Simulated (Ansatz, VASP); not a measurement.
**One calculation of Al2O3, two programs**

Contents of INCAR:

```
SYSTEM = Al2O3
PREC = Accurate ; ENCUT = 520
EDIFF = 1E-6 ; ISMEAR = 0
SIGMA = 0.05 ; LREAL = .False.
LASPH = .True. ; NELM = 60
ALGO = Normal ; ISIF = 2
LWAVE = .False. ; LCHARG = .False.
GGA = PS ; NBANDS = 35
```

The input KPOINTS:

```
regular mesh
0
Gamma
  6 6 6
  0 0 0
```

Contents of POSCAR:

```
Al2O3
1.0
    2.4283812232      1.4020265529      4.4135652110
   -2.4283812232      1.4020265529      4.4135652110
    0.0000000000     -2.8040531058      4.4135652110
Al O
4 6
Direct
    0.8520350473      0.8520350473      0.8520350473
    0.6479649527      0.6479649527      0.6479649527
    0.1479649527      0.1479649527      0.1479649527
    0.3520350473      0.3520350473      0.3520350473
    0.0558571577      0.4441428423      0.7500000000
    0.7500000000      0.0558571577      0.4441428423
    0.4441428423      0.7500000000      0.0558571577
    0.9441428423      0.5558571577      0.2500000000
    0.2500000000      0.9441428423      0.5558571577
    0.5558571577      0.2500000000      0.9441428423
```

Input for Ansatz:

```yaml
crystal:
  lattice:
    - [2.4283812232, 1.4020265529, 4.413565211]
    - [-2.4283812232, 1.4020265529, 4.413565211]
    - [0.0, -2.8040531058, 4.413565211]
  atoms:
    - { symbol: Al, position: [0.8520350473, 0.8520350473, 0.8520350473] }
    - { symbol: Al, position: [0.6479649527, 0.6479649527, 0.6479649527] }
    - { symbol: Al, position: [0.1479649527, 0.1479649527, 0.1479649527] }
    - { symbol: Al, position: [0.3520350473, 0.3520350473, 0.3520350473] }
    - { symbol: O, position: [0.0558571577, 0.4441428423, 0.75] }
    - { symbol: O, position: [0.75, 0.0558571577, 0.4441428423] }
    - { symbol: O, position: [0.4441428423, 0.75, 0.0558571577] }
    - { symbol: O, position: [0.9441428423, 0.5558571577, 0.25] }
    - { symbol: O, position: [0.25, 0.9441428423, 0.5558571577] }
    - { symbol: O, position: [0.5558571577, 0.25, 0.9441428423] }
basis:
  ecutwfc: 520.0
kpoints:
  mp_grid: { grid: [6, 6, 6] }
hamiltonian:
  xc: pbesol
  pseudopotentials: { kind: paw, azcp: { folder: soft_1 } }
scf:
  occupations: { method: gaussian, width: 0.05 }
output:
  forces: true
  stress: true
  eigenvalues: true
```

Alike in both runs: task single point; functional PBEsol; k mesh 6 × 6 × 6; occupations gaussian, width 0.05 eV; no spin polarisation.

|  | VASP | Ansatz |
| --- | --- | --- |
| version | VASP 6.6.1 | Ansatz 0.2.0 |
| potentials or method | VASP PAW PBE potentials, release 64 (Al, O), cutoff 520 eV | scalar-relativistic, plane waves, PAW |
| valence electrons in the cell | 48 | 48 |

```tsv
	VASP	Ansatz	Ansatz less VASP
gap on the k mesh at the Fermi level (eV)	5.41	5.41	-0.004
least direct gap on the mesh (eV)	5.41	5.41	-0.004
pressure (GPa)	-11.3	-11.4	-0.06
traceless stress, the component that is largest in VASP (GPa)	0.52	0.54	+0.021
rms of the force components (eV/Å)	0.028	0.027	-0.0010
```

VASP's potentials were made for PBE, not for PBEsol, and Ansatz warns of the same on its side. Atom by atom the forces differ by 0.002 eV/Å (rms over components).
